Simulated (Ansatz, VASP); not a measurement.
Two plane-wave programs on Na6Hf

```
CELL_PARAMETERS angstrom
0.00000 5.01250 5.01250
5.01250 0.00000 5.01250
5.01250 5.01250 0.00000
ATOMIC_POSITIONS crystal
Na 0.50000 0.50000 0.00000
Na 0.50000 0.00000 0.50000
Na 0.00000 0.00000 0.50000
Na 0.00000 0.50000 0.00000
Na 0.00000 0.50000 0.50000
Na 0.50000 0.00000 0.00000
Hf 0.00000 0.00000 0.00000
```

Change from the starting cell: species swapped into the Zn6Mo type (Fm-3m, No. 225).

Alike in both runs: functional PBE; k mesh 4 × 4 × 4; occupations gaussian, width 0.1 eV; no spin polarisation.

Ansatz relaxed the structure, and its values are those at the end. VASP's run is a single point on that final structure, the one shown.

|  | VASP | Ansatz |
| --- | --- | --- |
| version | VASP 6.6.1 | Ansatz 0.2.0 |
| potentials or method | VASP PAW PBE potentials, release 64 (Na_pv, Hf_pv), cutoff 520 eV | scalar-relativistic, plane waves, PAW |
| valence electrons in the cell | 52 | 80 |

|  | VASP | Ansatz | Ansatz less VASP |
| --- | --- | --- | --- |
| gap on the k mesh at the Fermi level (eV) | none | none | - |
| pressure (GPa) | 0.0 | 0.0 | +0.01 |

A gap of «none» marks a metal or a gap that the smearing closes. The functional is the same, so the differences come from potentials, cutoffs and numerics. VASP's potentials hold 52 valence electrons a cell and Ansatz's 80, so a difference there can come from the potentials and not from the codes.

Neither program's run includes spin-orbit coupling.
